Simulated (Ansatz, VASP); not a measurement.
## NiO: VASP beside Ansatz

```xyz
2
Lattice="0.0000 2.3136 2.3136 2.3136 0.0000 2.3136 2.3136 2.3136 0.0000" Properties=species:S:1:pos:R:3 pbc="T T T"
Ni    0.0000    0.0000    0.0000
O     1.1568    1.1568    1.1568
```

Alike in both runs: task single point; functional PBE; k mesh 10 × 10 × 10; occupations fermi-dirac, width 0.05 eV; collinear spin.

```csv
,VASP,Ansatz
version,VASP 6.6.1,Ansatz 0.2.0
potentials or method,"VASP PAW PBE potentials, release 64 (Ni_sv_GW, O)",Ansatz PAW
plane-wave cutoff (eV),600,420
valence electrons in the cell,24,24
```

VASP gave:

- gap on the k mesh at the Fermi level (eV): none
- pressure (GPa): -13.1
- net moment per atom (μB): 1.00
- size of the moment on the site where the two differ most (μB): 1.57

Question: Estimate Ansatz's values.

Answer: gap on the k mesh at the Fermi level (eV): none; pressure (GPa): -11.4; net moment per atom (μB): 1.00; size of the moment on the site where the two differ most (μB): 1.52.

Site moments also hang on the region over which each program counts them. A gap of «none» marks a metal or a gap that the smearing closes.
